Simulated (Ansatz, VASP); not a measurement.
## SrO: VASP beside Ansatz

```xyz
2
Lattice="0.0000 2.5746 2.5746 2.5746 0.0000 2.5746 2.5746 2.5746 0.0000" Properties=species:S:1:pos:R:3 pbc="T T T"
Sr    0.0000    0.0000    0.0000
O     2.5746    2.5746    2.5746
```

Alike in both runs: functional PBE; dispersion D3(BJ); k mesh 8 × 8 × 8; occupations gaussian, width 0.02 eV; no spin polarisation.

Ansatz relaxed the structure, and its values are those at the end. VASP's run is a single point on that final structure, the one shown.

```csv
,VASP,Ansatz
version,VASP 6.6.1,Ansatz 0.2.0
potentials or method,"VASP PAW PBE potentials, release 64 (Sr_sv, O), cutoff 600 eV","scalar-relativistic, plane waves, PAW"
valence electrons in the cell,16,16
```

|  | VASP | Ansatz | Ansatz less VASP |
| --- | --- | --- | --- |
| gap on the k mesh at the Fermi level (eV) | 3.27 | 3.32 | +0.048 |
| least direct gap on the mesh (eV) | 3.36 | 3.40 | +0.038 |
| pressure (GPa) | 0.5 | 0.0 | -0.47 |
